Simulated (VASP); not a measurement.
# GaP (F-43m) in VASP: notebook

GaP is run at these levels: PBE; tasks: single point.

Everything below comes from runs of VASP 6.6.1. Logs are shortened: lines on timing, memory, paths and dates and some standing lists are left out, and cuts for length are marked.

**Measured values to compare with.**

“Stacking defects in GaP nanowires: Electronic structure and optical properties”, 2018, arxiv:1810.01194 quotes, for a bulk crystal of GaP at 10 K: band gap 2.34 eV (indirect).

How close the calculation comes is told below.

### 1 The cell of the first run

The structure is cubic, space group F-43m (No. 216). The conventional cell has a = 5.432 Å, b = 5.432 Å, c = 5.432 Å, α = 90.00°, β = 90.00°, γ = 90.00°. Ga (site symmetry -43m) has 4 P at 2.35 Å within 3.1 Å. Within 3.1 Å of P (site symmetry -43m) lie 4 Ga at 2.35 Å.

### 2 Single point, PBE (volume scaled by 0.960)

File INCAR:

```
ALGO     = Normal         # electronic algorithm
EDIFF    = 1E-6           # SCF threshold, eV
ENCUT    = 520            # plane-wave cutoff, eV
GGA      = PE             # functional
ISIF     = 2              # what is computed and relaxed
ISMEAR   = 0              # smearing method
LASPH    = T              # aspherical terms in the spheres
LCHARG   = F              # write CHGCAR
LREAL    = F              # projectors in reciprocal space
LWAVE    = F              # write WAVECAR
NBANDS   = 16             # bands
NELM     = 100            # most SCF steps
PREC     = Accurate       # precision mode
SIGMA    = 0.05           # smearing width, eV
```

File KPOINTS:

```
k-points
0
Gamma
  10 10 10
```

File POSCAR:

```
GaP
1.0
    0.0000000000      2.7158717138      2.7158717138
    2.7158717138      0.0000000000      2.7158717138
    2.7158717138      2.7158717138      0.0000000000
Ga P
1 1
Direct
    0.0000000000      0.0000000000      0.0000000000
    0.7500000000      0.7500000000      0.7500000000
```

Potentials or basis: VASP PAW PBE potentials, release 64 (Ga_d, P).

Started as:

```bash
> cat potpaw_PBE.64/Ga_d/POTCAR potpaw_PBE.64/P/POTCAR > POTCAR
> mpirun -np 1 vasp_std > vasp.out
```

OUTCAR:

```text
EDIFF = 1E-6
   ENCUT = 520
   GGA = PE
   ISIF = 2
   ISMEAR = 0
   LASPH = T
   LREAL = F
   NELM = 100
   PREC = Accurate

 ion  position               nearest neighbor table
   1  0.000  0.000  0.000-   2 2.35   2 2.35   2 2.35   2 2.35
   2  0.750  0.750  0.750-   1 2.35   1 2.35   1 2.35   1 2.35

  LATTYP: Found a face centered cubic cell.
 ALAT       =     5.4317434276

  Lattice vectors:

 A1 = (   0.0000000000,   2.7158717138,   2.7158717138)
 A2 = (   2.7158717138,   0.0000000000,   2.7158717138)
 A3 = (   2.7158717138,   2.7158717138,   0.0000000000)

Analysis of symmetry for initial positions (statically):
=====================================================================
 Subroutine PRICEL returns:
 Original cell was already a primitive cell.

 Routine SETGRP: Setting up the symmetry group for a
 face centered cubic supercell.

 Subroutine GETGRP returns: Found 24 space group operations
 (whereof 24 operations were pure point group operations)
 out of a pool of 48 trial point group operations.

The static configuration has the point symmetry T_d .

Analysis of symmetry for dynamics (positions and initial velocities):
=====================================================================
 Subroutine PRICEL returns:
 Original cell was already a primitive cell.

 Routine SETGRP: Setting up the symmetry group for a
 face centered cubic supercell.

 Subroutine GETGRP returns: Found 24 space group operations
 (whereof 24 operations were pure point group operations)
 out of a pool of 48 trial point group operations.

The dynamic configuration has the point symmetry T_d .

 Subroutine INISYM returns: Found 24 space group operations
 (whereof 24 operations are pure point group operations),
 and found     1 'primitive' translations

----------------------------------------------------------------------------------------

                                     Primitive cell

  volume of cell :      40.0643

  direct lattice vectors                    reciprocal lattice vectors
     0.000000000  2.715871714  2.715871714    -0.184102952  0.184102952  0.184102952
     2.715871714  0.000000000  2.715871714     0.184102952 -0.184102952  0.184102952
     2.715871714  2.715871714  0.000000000     0.184102952  0.184102952 -0.184102952

  length of vectors
     3.840822611  3.840822611  3.840822611     0.318875667  0.318875667  0.318875667

  position of ions in fractional coordinates (direct lattice)
     0.000000000  0.000000000  0.000000000
     0.750000000  0.750000000  0.750000000

  ion indices of the primitive-cell ions
   primitive index   ion index
                 1           1
                 2           2

----------------------------------------------------------------------------------------

 KPOINTS: k-points

Automatic generation of k-mesh.
 Grid dimensions read from file:
 generate k-points for:   10   10   10

 Generating k-lattice:

  Cartesian coordinates                     Fractional coordinates (reciprocal lattice)
    -0.018410295  0.018410295  0.018410295     0.100000000  0.000000000  0.000000000
     0.018410295 -0.018410295  0.018410295     0.000000000  0.100000000  0.000000000
     0.018410295  0.018410295 -0.018410295     0.000000000  0.000000000  0.100000000

  Length of vectors
     0.031887567  0.031887567  0.031887567

  Shift w.r.t. Gamma in fractional coordinates (k-lattice)
     0.000000000  0.000000000  0.000000000

 Subroutine IBZKPT returns following result:
 ===========================================

 Found     47 irreducible k-points:

 Following reciprocal coordinates:
            Coordinates               Weight
  0.000000  0.000000  0.000000      1.000000
  0.100000  0.000000  0.000000      8.000000
  0.200000  0.000000  0.000000      8.000000
  0.300000  0.000000  0.000000      8.000000
  0.400000  0.000000  0.000000      8.000000
  0.500000  0.000000  0.000000      4.000000
[... 16 lines left out ...]
  0.300000  0.300000  0.000000      6.000000
  0.400000  0.300000  0.000000     24.000000
 [... further k-points ...]
   k-points           NKPTS =     47   k-points in BZ     NKDIM =     47   number of bands    NBANDS=     16
   number of dos      NEDOS =    301   number of ions     NIONS =      2
   total plane-waves  NPLWV =  27000
   dimension x,y,z NGX =    30 NGY =   30 NGZ =   30
   dimension x,y,z NGXF=    60 NGYF=   60 NGZF=   60
   ions per type =               1   1
   NGX,Y,Z   is equivalent  to a cutoff of  12.99, 12.99, 12.99 a.u.
   NGXF,Y,Z  is equivalent  to a cutoff of  25.97, 25.97, 25.97 a.u.
 SYSTEM =  unknown system
   PREC   = accura    normal or accurate (medium, high low for compatibility)
   ISTART =      0    job   : 0-new  1-cont  2-samecut
   ICHARG =      2    charge: 1-file 2-atom 10-const
   ISPIN  =      1    spin polarized calculation?
   LNONCOLLINEAR =      F non collinear calculations
   LSORBIT =      F    spin-orbit coupling
   LASPH  =      T    aspherical Exc in radial PAW
   ENCUT  =  520.0 eV  38.22 Ry    6.18 a.u.   7.14  7.14  7.14*2*pi/ulx,y,z
   NELM   =    100;   NELMIN=  2; NELMDL= -5     # of ELM steps
   EDIFF  = 0.1E-05   stopping-criterion for ELM
   LREAL  =      F    real-space projection
   EDIFFG = 0.1E-04   stopping-criterion for IOM
   NSW    =      0    number of steps for IOM
   IBRION =     -1    ionic relax: 0-MD 1-quasi-New 2-CG
   NFREE  =      0    steps in history (QN), initial steepest desc. (CG)
   ISIF   =      2    stress and relaxation
   ISYM   =      2    0-nonsym 1-usesym 2-fastsym
   POTIM  = 0.5000    time-step for ionic-motion
   TEBEG  =    0.0;   TEEND  =   0.0 temperature during run
   PSTRESS=    0.0 pullay stress
   NELECT =      18.0000    total number of electrons
   NUPDOWN=      -1.0000    fix difference up-down
   EMIN   =  10.00;   EMAX   =-10.00  energy-range for DOS
   EFERMI =   0.00;   METHOD = LEGACY
   ISMEAR =     0;   SIGMA  =   0.05  broadening in eV -4-tet -1-fermi 0-gaus
   EFERMI_NEDOS =   21; number of points for ismear=-14 and -15
   IALGO  =     38    algorithm
   IMIX   =      4    mixing-type and parameters
     AMIX     =   0.40;   BMIX     =  1.00
     AMIX_MAG =   1.60;   BMIX_MAG =  1.00
  volume/ion in A,a.u.               =      20.03       135.18
  Fermi-wavevector in a.u.,A,eV,Ry     =   1.253852  2.369437 21.390343  1.572146
  Thomas-Fermi vector in A             =   2.387685
   LORBIT       =      0    0 simple, 1 ext, 2 COOP (PROOUT), +10 PAW based schemes
   GGA     = PE    functional components
   LHFCALC =     F    Hartree Fock is set to
   AEXX    =    0.0000 exact exchange contribution
   IVDW    =     0    specifies the selected vdW correction
   LEPSILON=     F    determine dielectric tensor
   LRPA    =     F    only Hartree local field effects (RPA)
 non-spin polarized calculation
 Gauss-broadening in eV      SIGMA  =   0.05
  energy-cutoff  :      520.00
  volume of cell :       40.06
 maximum number of plane-waves:      1091
 NGX is ok and might be reduce to    30

 number of electron      17.9999987 magnetization

 Free energy of the ion-electron system (eV)
  ---------------------------------------------------
  ext. energy  EPLUGINS =         0.00000000
  ---------------------------------------------------
  free energy    TOTEN  =        -9.11045209 eV

  energy without entropy =       -9.11045209  energy(sigma->0) =       -9.11045209

 E-fermi :   4.9794     XC(G=0):  -9.8808

 val. band max:        4.7572075459   @ k =   0.0000   0.0000   0.0000
 cond. band min:       6.3447011979   @ k =   0.4000   0.4000   0.0000
 fundamental gap:      1.5874936519
 Fermi energy:         4.9794481145

 k-point     1 :       0.0000    0.0000    0.0000
  band No.  band energies     occupation
      1      -9.8100      2.00000
      2      -9.8100      2.00000
      3      -9.8100      2.00000
      4      -9.7070      2.00000
      5      -9.7070      2.00000
      6      -7.8126      2.00000
[... 8 lines left out ...]
     15      14.5596      0.00000
     16      14.5596      0.00000

 k-point     2 :       0.1000    0.0000    0.0000
  band No.  band energies     occupation
      1      -9.8195      2.00000
      2      -9.8068      2.00000
      3      -9.8068      2.00000
      4      -9.7071      2.00000
      5      -9.7071      2.00000
      6      -7.6805      2.00000
[... 8 lines left out ...]
     15      14.0877      0.00000
     16      14.2338      0.00000

 k-point     3 :       0.2000    0.0000    0.0000
  band No.  band energies     occupation
      1      -9.8427      2.00000
      2      -9.7990      2.00000
      3      -9.7990      2.00000
      4      -9.7066      2.00000
      5      -9.7066      2.00000
      6      -7.2981      2.00000
[... 8 lines left out ...]
     15      13.6635      0.00000
     16      14.9014      0.00000

 k-point     4 :       0.3000    0.0000    0.0000
  band No.  band energies     occupation
      1      -9.8687      2.00000
      2      -9.7909      2.00000
      3      -9.7909      2.00000
      4      -9.7044      2.00000
      5      -9.7044      2.00000
      6      -6.7126      2.00000
[... 8 lines left out ...]
     15      14.0800      0.00000
     16      14.5253      0.00000
[... 324 lines left out ...]
 k-point    22 :      -0.2000    0.2000    0.0000
  band No.  band energies     occupation
      1      -9.8746      2.00000
      2      -9.7857      2.00000
      3      -9.7847      2.00000
      4      -9.7106      2.00000
      5      -9.7027      2.00000
      6      -6.5129      2.00000
[... 8 lines left out ...]
     15      16.1315      0.00000
     16      16.8990      0.00000

 k-point    23 :       0.3000    0.3000    0.0000
  band No.  band energies     occupation
      1      -9.8973      2.00000
      2      -9.7666      2.00000
      3      -9.7666      2.00000
      4      -9.7299      2.00000
      5      -9.6923      2.00000
      6      -6.3340      2.00000
[... 8 lines left out ...]
     15      15.9030      0.00000
     16      18.6468      0.00000

 k-point    24 :       0.4000    0.3000    0.0000
  band No.  band energies     occupation
      1      -9.9097      2.00000
      2      -9.7606      2.00000
      3      -9.7584      2.00000
      4      -9.7327      2.00000
      5      -9.6900      2.00000
      6      -5.8063      2.00000
[... 8 lines left out ...]
     15      16.5655      0.00000
     16      18.6118      0.00000

 [... further k-points ...]

------------------------ aborting loop because EDIFF is reached ----------------------------------------

  FORCE on cell =-STRESS in cart. coord.  units (eV):
  Direction    XX          YY          ZZ          XY          YZ          ZX
  --------------------------------------------------------------------------------------
  -------------------------------------------------------------------------------------
  Total        0.8367197      0.8367197      0.8367197      0.0000000      0.0000000      0.0000000
  in kB       33.4605308     33.4605308     33.4605308      0.0000000      0.0000000      0.0000000
  external PRESSURE =      33.4605308 kB  Pullay stress =       0.0000000 kB

 VOLUME and BASIS-vectors are now :
 -----------------------------------------------------------------------------
  energy-cutoff  :      520.00
  volume of cell :       40.06
      direct lattice vectors                 reciprocal lattice vectors
     0.000000000  2.715871714  2.715871714    -0.184102952  0.184102952  0.184102952
     2.715871714  0.000000000  2.715871714     0.184102952 -0.184102952  0.184102952
     2.715871714  2.715871714  0.000000000     0.184102952  0.184102952 -0.184102952

 POSITION                                       TOTAL-FORCE (eV/Angst)
 -----------------------------------------------------------------------------------
      0.00000      0.00000      0.00000         0.000000     -0.000000      0.000000
      4.07381      4.07381      4.07381        -0.000000      0.000000     -0.000000
 -----------------------------------------------------------------------------------
    total drift:                               -0.000001     -0.000001     -0.000001

  FREE ENERGIE OF THE ION-ELECTRON SYSTEM (eV)
  ---------------------------------------------------
  free  energy   TOTEN  =        -9.1104520858 eV

  energy  without entropy=       -9.1104520858  energy(sigma->0) =       -9.11045209
```

Run time: 38 s. Hardware: 1 thread of AMD EPYC 7R13, shared host; peak memory 0.15 GiB.

What came out:

```
Free energy            : -9.1105 eV
Pressure               : 3.3 GPa
Band gap on the k mesh : 1.59 eV, indirect (least direct gap 1.91 eV)
```

Levels at points of the mesh, in eV from the valence-band top:
```tsv
k point	band 7	band 8	band 9	band 10	band 11	band 12
(0.00, 0.00, 0.00)	0.00	0.00	0.00	1.91	3.89	3.89
(0.50, 0.00, 0.00)	-6.69	-1.13	-1.13	1.70	4.72	4.72
(0.50, 0.50, 0.00)	-6.80	-2.72	-2.72	1.63	1.81	10.67
```

Caveat: the cell differs from its parent crystal (volume scaled by 0.960). A k mesh can miss the band edges.

### 3 Single point, PBE

This run uses another cell than the first one, of 20.44 Å³/atom, 1.020 times its volume.

File INCAR:

```
SYSTEM = GaP
ALGO = Normal ; EDIFF = 1E-6
ENCUT = 520 ; GGA = PE
ISIF = 2 ; ISMEAR = 0
LASPH = .TRUE. ; LCHARG = .FALSE.
LREAL = .FALSE. ; LWAVE = .FALSE.
NBANDS = 16 ; NELM = 60
PREC = Accurate ; SIGMA = 0.05
```

File KPOINTS:

```
k-points
0
G
  10 10 10
  0 0 0
```

File POSCAR:

```
GaP
1.0
    0.0000000000      2.7343040532      2.7343040532
    2.7343040532      0.0000000000      2.7343040532
    2.7343040532      2.7343040532      0.0000000000
Ga P
1 1
Direct
    0.0000000000      0.0000000000      0.0000000000
    0.7500000000      0.7500000000      0.7500000000
```

Potentials or basis: VASP PAW PBE potentials, release 64 (Ga_d, P).

Started as:

```bash
> cat potpaw_PBE.64/Ga_d/POTCAR potpaw_PBE.64/P/POTCAR > POTCAR
> mpirun -np 1 vasp_std > vasp.out
```

Run time: 41 s. Hardware: 1 thread of AMD EPYC 7R13, shared host; peak memory 0.15 GiB.

Results (log left out):

```yaml
Free_energy: -9.1233 eV
Pressure: 1.6 GPa
Band_gap_on_the_k_mesh: 1.62 eV, indirect (least direct gap 1.74 eV)
```

Levels at points of the mesh, in eV from the valence-band top:
```csv
k point,band 7,band 8,band 9,band 10,band 11,band 12
"(0.00, 0.00, 0.00)",0.00,0.00,0.00,1.74,3.89,3.89
"(0.50, 0.00, 0.00)",-6.57,-1.10,-1.10,1.64,4.72,4.72
"(0.50, 0.50, 0.00)",-6.71,-2.65,-2.65,1.68,1.83,10.52
```

### 4 Single point, PBE

File INCAR:

```
PREC = Accurate
ENCUT = 520
EDIFF = 1E-6
ISMEAR = 0
SIGMA = 0.05
LREAL = False
LASPH = True
NELM = 80
ALGO = Normal
ISIF = 2
LWAVE = False
LCHARG = False
GGA = PE
NBANDS = 16
```

File KPOINTS:

```
regular mesh
0
Gamma
  10 10 10
```

File POSCAR:

```
GaP
1.0
    0.0000000000      2.7346024555      2.7346024555
    2.7346024555      0.0000000000      2.7346024555
    2.7346024555      2.7346024555      0.0000000000
Ga P
1 1
Direct
    0.0000000000      0.0000000000      0.0000000000
    0.7500000000      0.7500000000      0.7500000000
```

Started as:

```bash
> cat potpaw_PBE.64/Ga_d/POTCAR potpaw_PBE.64/P/POTCAR > POTCAR
> mpirun -np 1 vasp_std > vasp.out
```

Run time: 53 s. Hardware: 1 thread of AMD EPYC 7R13, shared host; peak memory 0.15 GiB.

It converged, with:

```yaml
Free_energy: -9.1235 eV
Pressure: 1.5 GPa
Band_gap_on_the_k_mesh: 1.62 eV, indirect (least direct gap 1.74 eV)
```

Levels at points of the mesh, in eV from the valence-band top:
```tsv
k point	band 7	band 8	band 9	band 10	band 11	band 12
(0.00, 0.00, 0.00)	0.00	0.00	0.00	1.74	3.89	3.89
(0.50, 0.00, 0.00)	-6.57	-1.10	-1.10	1.64	4.72	4.72
(0.50, 0.50, 0.00)	-6.70	-2.65	-2.65	1.68	1.83	10.52
```

A k mesh can miss the band edges.

### 5 Against experiment

Step 3. Against the measured gap of GaP, 2.34 eV (indirect; 10 K; quoted in “Stacking defects in GaP nanowires: Electronic structure and optical properties”, 2018, arxiv:1810.01194), the calculated 1.62 eV is off by -0.72 eV. Spin-orbit coupling on Ga is left out. The value is that of PBE on a finite k mesh, which can miss the band edges, without temperature or zero-point motion. Semilocal functionals fall short of measured gaps as a rule.
